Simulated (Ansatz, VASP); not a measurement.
## SiC in VASP and in Ansatz

```
Si C
1.0
     0.00000    2.23224    2.23224
     2.23224    0.00000    2.23224
     2.29311    2.29311   -0.06087
Si C
1 1
Direct
  0.00000 0.00000 0.00000
  0.75000 0.75000 0.75000
```

Alike in both runs: task single point; functional PBEsol; k mesh 12 × 12 × 12; occupations gaussian, width 0.05 eV; no spin polarisation.

|  | VASP | Ansatz |
| --- | --- | --- |
| version | VASP 6.6.1 | Ansatz 0.2.0 |
| potentials or method | VASP PAW PBE potentials, release 64 (Si, C), cutoff 520 eV | scalar-relativistic, plane waves, PAW |
| valence electrons in the cell | 8 | 8 |

```csv
,VASP,Ansatz,Ansatz less VASP
gap on the k mesh at the Fermi level (eV),1.24,1.25,+0.010
least direct gap on the mesh (eV),4.11,4.12,+0.012
pressure (GPa),-19.4,-19.7,-0.29
"traceless stress, the component that is largest in VASP (GPa)",-5.21,-5.16,+0.047
rms of the force components (eV/Å),0.049,0.045,-0.0033
```

VASP's potentials were made for PBE, not for PBEsol, and Ansatz warns of the same on its side. Atom by atom the forces differ by 0.003 eV/Å (rms over components).
